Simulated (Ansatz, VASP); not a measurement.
**KBr in VASP and in Ansatz**

```
CELL_PARAMETERS angstrom
0.00000 3.42420 3.29250
3.42420 0.00000 3.29250
3.42420 3.42420 0.00000
ATOMIC_POSITIONS crystal
K 0.00000 0.00000 0.00000
Br 0.50000 0.50000 0.50000
```

Change from the starting cell: strain +0.040 along x and y, +0.000 along z, atoms carried along.

Alike in both runs: task single point; functional r2SCAN; k mesh 6 × 6 × 6; occupations gaussian, width 0.05 eV; no spin polarisation.

|  | VASP | Ansatz |
| --- | --- | --- |
| version | VASP 6.6.1 | Ansatz 0.2.0 |
| potentials or method | VASP PAW PBE potentials, release 64 (K_sv, Br), cutoff 520 eV | scalar-relativistic, plane waves, PAW |
| valence electrons in the cell | 16 | 16 |

Ansatz gave:

* gap on the k mesh at the Fermi level (eV): 4.87
* least direct gap on the mesh (eV): 4.87
* pressure (GPa): -0.8
* traceless stress, the component that is largest in VASP (GPa): 0.67

Question: What did VASP give for the same quantities?

Answer: gap on the k mesh at the Fermi level (eV): 4.87; least direct gap on the mesh (eV): 4.87; pressure (GPa): -0.9; traceless stress, the component that is largest in VASP (GPa): 0.67.

VASP's potentials were made for PBE, not for r2SCAN. With one functional, cell and mesh, what is left measures potentials, basis and numerics.
